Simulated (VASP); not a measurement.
Al: single point with LDA

Al:

```
Al
1.0
     0.00000    3.05177    3.05177
     3.05177    0.00000    3.05177
     3.05177    3.05177    0.00000
Al
2
Direct
  0.12500 0.12500 0.12500
  0.87500 0.87500 0.87500
```

This cell differs from its parent crystal: volume scaled by 1.08.

```json
{
  "Program": "VASP 6.6.1",
  "Task": "single point",
  "Functional": "LDA",
  "Potentials or basis": "VASP PAW LDA potentials, release 64 (Al)",
  "Cutoff": "520 eV",
  "k mesh": "10 × 10 × 10",
  "Occupations": "fermi-dirac, width 0.1 eV",
  "Spin": "no spin polarisation"
}
```

| Quantity | Value |
| --- | --- |
| Pressure | -2.7 GPa |
| Band gap on the k mesh | zero (band 3 reaches 4.48 eV, above the bottom of band 4 at 1.19 eV) |

Levels at points of the mesh, in eV from the Fermi level:
| k point | band 1 | band 2 | band 3 | band 4 | band 5 | band 6 | band 7 |
| --- | --- | --- | --- | --- | --- | --- | --- |
| (0.00, 0.00, 0.00) | -7.74 | 2.04 | 2.04 | 2.04 | 3.88 | 3.88 | 3.88 |
| (0.50, 0.00, 0.00) | -5.79 | -3.78 | 1.05 | 1.05 | 3.00 | 4.35 | 4.35 |
| (0.50, 0.50, 0.00) | -4.33 | -4.33 | -0.38 | -0.38 | 2.07 | 2.07 | 10.18 |

Wall time 7.5 s on 1 thread of Intel(R) Xeon(R) 6975P-C (Granite Rapids) (shared host), peak memory 0.15 GiB.
